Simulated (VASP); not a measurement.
A run of VASP 6.6.1 is set up as follows.

INCAR

```
ALGO = Normal
EDIFF = 1E-7
ENCUT = 520
GGA = PE
ISIF = 2
ISMEAR = 0
LASPH = T
LCHARG = F
LREAL = F
LWAVE = F
NBANDS = 24
NELM = 60
PREC = Accurate
SIGMA = 0.01
```

Contents of KPOINTS:

```
k-points
0
Gamma
  4 4 4
```

File POSCAR:

```
Ba2SeS
1.0
    4.6309749285      0.0000000000      0.0000000000
    0.0000000000      4.6309749285      0.0000000000
    0.0000000000      0.0000000000      6.5505127717
S Ba Se
1 2 1
Direct
    0.0000000000      0.0000000000      0.0000000000
    0.0000000000      0.0000000000      0.5000000000
    0.5000000000      0.5000000000      0.0000000000
    0.5000000000      0.5000000000      0.5000000000
```

Potentials or basis: VASP PAW PBE potentials, release 64 (S, Ba_sv, Se).

Launch:

```console
$ cat potpaw_PBE.64/S/POTCAR potpaw_PBE.64/Ba_sv/POTCAR potpaw_PBE.64/Se/POTCAR > POTCAR
$ mpirun -np 1 vasp_std > vasp.out
```

(1) What does it give for the band gap on the k mesh?

(2) What does it give for the pressure?

Answers

(1) 2.01 eV, direct.

(2) 0.5 GPa.

Caveat: spin-orbit coupling is left out, which moves the levels of the heavy elements.
